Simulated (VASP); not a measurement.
Here is a VASP 6.6.1 calculation.

Contents of POSCAR:

```
LiCl
1.0
   -1.7422885358      1.7422885358      6.5595629043
    1.7422885358     -1.7422885358      6.5595629043
    1.7422885358      1.7422885358     -6.5595629043
Li Cl
2 2
Direct
    0.8335863913      0.8335863913      0.0000000000
    0.1664136087      0.1664136087      0.0000000000
    0.6462934498      0.6462934498      0.0000000000
    0.3537065502      0.3537065502      0.0000000000
```

Contents of INCAR.step1:

```
ALGO     = Normal         # electronic algorithm
EDIFF    = 1E-4           # SCF threshold, eV
ENCUT    = 520            # plane-wave cutoff, eV
GGA      = PE             # functional
ISMEAR   = -1             # smearing method
LASPH    = True           # aspherical terms in the spheres
LCHARG   = False          # write CHGCAR
LREAL    = False          # projectors in reciprocal space
LWAVE    = True           # write WAVECAR
NBANDS   = 18             # bands
NELM     = 60             # most SCF steps
PREC     = Accurate       # precision mode
SIGMA    = 0.03           # smearing width, eV
```

File INCAR.step2:

```
ALGO     = Normal         # electronic algorithm
BPARAM   = 11.95        
CPARAM   = 0.0093       
EDIFF    = 1E-6           # SCF threshold, eV
ENCUT    = 520            # plane-wave cutoff, eV
ISIF     = 2              # what is computed and relaxed
ISMEAR   = -1             # smearing method
ISTART   = 1            
IVDW_NL  = 2            
LASPH    = True           # aspherical terms in the spheres
LCHARG   = True           # write CHGCAR
LELF     = True           # ELF
LMIXTAU  = True         
LREAL    = False          # projectors in reciprocal space
LUSE_VDW = True         
LVHAR    = True         
LWAVE    = False          # write WAVECAR
METAGGA  = R2SCAN         # meta-GGA
NBANDS   = 18             # bands
NELM     = 60             # most SCF steps
PREC     = Accurate       # precision mode
SIGMA    = 0.03           # smearing width, eV
```

The input KPOINTS:

```
k-points
0
Gamma
  10 10 10
```

Potentials or basis: VASP PAW PBE potentials, release 64 (Li_sv, Cl).

The run is started by

```sh
$ cat potpaw_PBE.64/Li_sv/POTCAR potpaw_PBE.64/Cl/POTCAR > POTCAR
$ cp INCAR.step1 INCAR
$ mpirun -np 1 vasp_std > vasp.out
$ cp INCAR.step2 INCAR
$ mpirun -np 1 vasp_std > vasp.out
```

Task: What does it give for the largest force?

Result: 0.017 eV/Å.

Task: Predict the band gap on the k mesh.

Result: 6.27 eV (least direct gap 6.49 eV).

Forces on the atoms (eV/Å):
```
Li   0.000  0.000 -0.010
Li   0.000  0.000  0.010
Cl   0.000  0.000  0.017
Cl   0.000  0.000 -0.017
```

Caveat: the PAW data sets were made with another functional, which shifts forces and pressure a little. A k mesh can miss the band edges.
